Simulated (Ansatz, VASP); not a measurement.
## MgO in VASP and in Ansatz

INCAR

```
SYSTEM = MgO
ALGO     = Normal         ! electronic algorithm
EDIFF    = 1E-6           ! SCF threshold, eV
ENCUT    = 600            ! plane-wave cutoff, eV
GGA      = PS             ! functional
GGA_COMPAT= .False.      
ISIF     = 2              ! what is computed and relaxed
ISMEAR   = -5             ! smearing method
LASPH    = .True.         ! aspherical terms in the spheres
LCHARG   = .True.         ! write CHGCAR
LELF     = .True.         ! ELF
LREAL    = .False.        ! projectors in reciprocal space
LVHAR    = .True.       
LWAVE    = .False.        ! write WAVECAR
NBANDS   = 16             ! bands
NELM     = 120            ! most SCF steps
PREC     = Accurate       ! precision mode
SIGMA    = 0.05           ! smearing width, eV
```

Contents of KPOINTS:

```
k-points
0
Gamma
  9 9 6
  0 0 0
```

POSCAR

```
MgO
1.0
    3.4131635912      0.0000000000      0.0000000000
   -1.7065817956      2.9558863772      0.0000000000
    0.0000000000      0.0000000000      4.3906063377
Mg O
2 2
Direct
    0.6666666667      0.3333333333      0.7500000000
    0.3333333333      0.6666666667      0.2500000000
    0.6666666667      0.3333333333      0.2500000000
    0.3333333333      0.6666666667      0.7500000000
```

Input for Ansatz:

```yaml
crystal:
  lattice:
    - [3.4131635912, 0.0, 0.0]
    - [-1.7065817956, 2.9558863772, 0.0]
    - [0.0, 0.0, 4.3906063377]
  atoms:
    - { symbol: Mg, position: [0.6666666667, 0.3333333333, 0.75] }
    - { symbol: Mg, position: [0.3333333333, 0.6666666667, 0.25] }
    - { symbol: O, position: [0.6666666667, 0.3333333333, 0.25] }
    - { symbol: O, position: [0.3333333333, 0.6666666667, 0.75] }
kpoints:
  mp_grid: { grid: [9, 9, 6] }
hamiltonian:
  xc: pbesol
  pseudopotentials: { kind: paw, azcp: { folder: soft_1 } }
scf:
  occupations: { method: tetrahedron }
  n_extra_bands: 8
  eigensolver: { kind: davidson }
output:
  forces: true
  eigenvalues: true
  stress: true
```

Alike in both runs: task single point; functional PBEsol; k mesh 9 × 9 × 6; occupations tetrahedron; no spin polarisation.

|  | VASP | Ansatz |
| --- | --- | --- |
| version | VASP 6.6.1 | Ansatz 0.2.0 |
| potentials or method | VASP PAW PBE potentials, release 64 (Mg, O) | scalar-relativistic, plane waves, PAW |
| plane-wave cutoff (eV) | 600 | 420 |
| valence electrons in the cell | 16 | 32 |

```csv
,VASP,Ansatz,Ansatz less VASP
gap on the k mesh at the Fermi level (eV),3.20,3.21,+0.008
pressure (GPa),0.5,1.0,+0.53
"traceless stress, the component that is largest in VASP (GPa)",-7.31,-7.20,+0.113
```

VASP's potentials were made for PBE, not for PBEsol, and Ansatz warns of the same on its side. VASP's potentials hold 16 valence electrons a cell and Ansatz's 32, so a difference there can come from the potentials and not from the codes. Ansatz's warnings: band table not solved further, tetrahedron derivatives may miss energy slope.
